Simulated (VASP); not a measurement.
Crystal: K2BRu2.

```
K B Ru
1.0
     2.61167    1.50785    4.75740
    -2.61167    1.50785    4.75740
     0.00000   -3.01569    4.75740
K B Ru
2 1 2
Direct
  0.83033 0.83033 0.83033
  0.16967 0.16967 0.16967
  0.00000 0.00000 0.00000
  0.35010 0.35010 0.35010
  0.64990 0.64990 0.64990
```

The cell was generated, and may not be a known phase.

| Quantity | Value |
| --- | --- |
| Program | VASP 6.6.1 |
| Task | relaxation of cell and atoms |
| Functional | PBE |
| Potentials or basis | VASP PAW PBE potentials, release 64 (K_sv, B, Ru_pv) |
| Cutoff | 600 eV |
| k mesh | 6 × 6 × 6 |
| Occupations | gaussian, width 0.1 eV |
| Spin | no spin polarisation |

At the start: pressure -7.8 GPa; volume 22.48 Å³/atom.

Question: How do energy, volume and symmetry change on relaxing?

Answer: Over 58 steps the energy falls by 1483.2 meV/atom and the volume is 23.83 Å³/atom (+6.0 %); space group R-3m (No. 166, to 0.1 Å) before and after.

Step by step:
```tsv
step	energy change (eV)	largest force (eV/Å)	pressure (GPa)	volume (Å³)
1	0.0000	0.1908	-7.82	112.41
3	-5.0499	1.9781	4.75	86.32
5	-5.4502	0.3618	2.57	92.06
7	-5.4746	0.4090	-3.14	96.62
9	-5.5156	0.1110	-0.25	93.91
11	-5.5165	0.0528	-0.04	93.67
13	-5.5172	0.0697	0.20	93.62
15	-5.5190	0.1219	-0.29	94.35
17	-5.5200	0.2013	-1.00	95.46
19	-5.5210	0.2236	-1.08	95.65
21	-5.5261	0.3088	-1.44	96.38
23	-5.5740	0.6296	-2.72	99.31
25	-6.0668	0.9315	-5.86	111.23
27	-6.2177	1.3488	-5.26	120.37
29	-6.2136	1.3680	-5.20	120.93
31	-6.2150	1.3734	-5.19	121.37
33	-6.2155	1.3951	-5.08	123.10
35	-6.2178	1.3890	-5.12	122.66
37	-6.2337	1.3832	-5.05	122.68
39	-6.2962	1.3595	-4.81	122.78
41	-6.5300	1.2686	-3.84	123.11
43	-7.0903	1.1126	0.23	123.60
45	-7.0968	1.1739	0.74	123.57
47	-7.2704	0.6453	-1.23	124.55
49	-7.3333	0.1644	-3.28	125.63
51	-7.4002	0.0898	0.00	120.01
53	-7.4121	0.1353	0.17	119.15
55	-7.4134	0.1156	-0.02	119.23
57	-7.4151	0.0585	-0.35	119.49
58	-7.4162	0.0026	-0.12	119.13
```

Final structure:
```xyz
5
Lattice="2.0298 1.1719 8.3466 -2.0298 1.1719 8.3466 0.0000 -2.3438 8.3466" Properties=species:S:1:pos:R:3 pbc="T T T"
K     0.0000    0.0000   19.4152
K     0.0000    0.0000    5.6245
B     0.0000    0.0000    0.0000
Ru    0.0000    0.0000    8.6283
Ru    0.0000    0.0000   16.4114
```

Caveat: a cell axis changed by over 15 % at a fixed basis, so the end point is rough.
